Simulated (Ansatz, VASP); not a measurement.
Two plane-wave programs on Ag

File INCAR:

```
SYSTEM = Ag
ALGO = Fast ; EDIFF = 1E-6
ENCUT = 520 ; GGA = PE
ISIF = 2 ; ISMEAR = 0
LASPH = .True. ; LCHARG = .False.
LREAL = .False. ; LWAVE = .False.
NBANDS = 12 ; NELM = 60
PREC = Accurate ; SIGMA = 0.1
```

File KPOINTS:

```
k-points
0
Gamma
  6 6 6
  0 0 0
```

File POSCAR:

```
Ag
1.0
    2.6295146812      0.0000000000      0.0000000000
    0.0000000000      2.6295146812      0.0000000000
    0.0000000000      0.0000000000      2.6295146812
Ag
1
Direct
    0.0000000000      0.0000000000      0.0000000000
```

Input for Ansatz:

```yaml
crystal:
  lattice:
    - [2.6295146812, 0.0, 0.0]
    - [0.0, 2.6295146812, 0.0]
    - [0.0, 0.0, 2.6295146812]
  atoms:
    - { symbol: Ag, position: [0.0, 0.0, 0.0] }
basis:
  ecutwfc: 420
kpoints:
  mp_grid: { grid: [6, 6, 6] }
hamiltonian:
  xc: pbe
scf:
  occupations: { method: gaussian, width: 0.1 }
  lower_state_search: "off"
output:
  forces: true
  stress: true
  eigenvalues: true
```

Alike in both runs: task single point; functional PBE; k mesh 6 × 6 × 6; occupations gaussian, width 0.1 eV; no spin polarisation.

```csv
,VASP,Ansatz
version,VASP 6.6.1,Ansatz 0.2.0
potentials or method,"VASP PAW PBE potentials, release 64 (Ag), cutoff 520 eV","scalar-relativistic, plane waves, PAW"
valence electrons in the cell,11,19
```

Ansatz gave:

```
gap on the k mesh at the Fermi level (eV) : none
pressure (GPa)                            : 13.9
```

Which values does VASP return?

gap on the k mesh at the Fermi level (eV): none; pressure (GPa): 13.6.

A gap of «none» marks a metal or a gap that the smearing closes. With one functional, cell and mesh, what is left measures potentials, basis and numerics. VASP's potentials hold 11 valence electrons a cell and Ansatz's 19, so a difference there can come from the potentials and not from the codes.

The k mesh is coarse, so the values compare programs but aren't converged.
